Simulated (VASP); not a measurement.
Runs of VASP 6.6.1 on HfO2. The structure is that of space group Fm-3m (No. 225), or close to it. The cells are those of the table. 

```csv
cell,gap on the mesh (eV),pressure (GPa)
"a = 3.711, b = 3.711, c = 3.666 Å, angles 60.4, 60.4, 59.2°, 3 atoms",3.91,(a)
"a = 3.578, b = 3.578, c = 3.487 Å, angles 60.8, 60.8, 58.3°, 3 atoms",3.86,3.3
"a = 3.711, b = 3.711, c = 3.756 Å, angles 59.6, 59.6, 60.8°, 3 atoms",3.77,-28.4
"a = 3.622, b = 3.622, c = 3.577 Å, angles 60.4, 60.4, 59.2°, 3 atoms",4.10,-10.0
"a = 3.622, b = 3.622, c = 3.666 Å, angles 59.6, 59.6, 60.8°, 3 atoms",(d),(c)
"a = 3.667, b = 3.667, c = 3.577 Å, angles 60.8, 60.8, 58.4°, 3 atoms",(b),-15.3
```

Alike in all rows: task single point; level r2SCAN; potentials or basis VASP PAW PBE potentials, release 64 (Hf_pv, O); no spin polarisation; k mesh 8 × 8 × 8; cutoff (eV) 520; smearing gaussian 0.05 eV.

Q: Fill in the values left out.

A: (a) -24.7; (b) 3.73; (c) -15.4; (d) 3.97.

Caveats: the PAW data sets were made with another functional, which shifts forces and pressure a little; spin-orbit coupling is left out, which moves the levels of the heavy elements; the stress differs along the axes, from -32 to -21 GPa (at least some runs); the stress differs along the axes, from -14 to 12 GPa (at least some runs); the stress differs along the axes, from -32 to -22 GPa (at least some runs); the stress differs along the axes, from -18 to -6 GPa (at least some runs); the stress differs along the axes, from -19 to -8 GPa (at least some runs).

A k mesh can miss the band edges, and the runs leave out spin-orbit coupling on Hf.
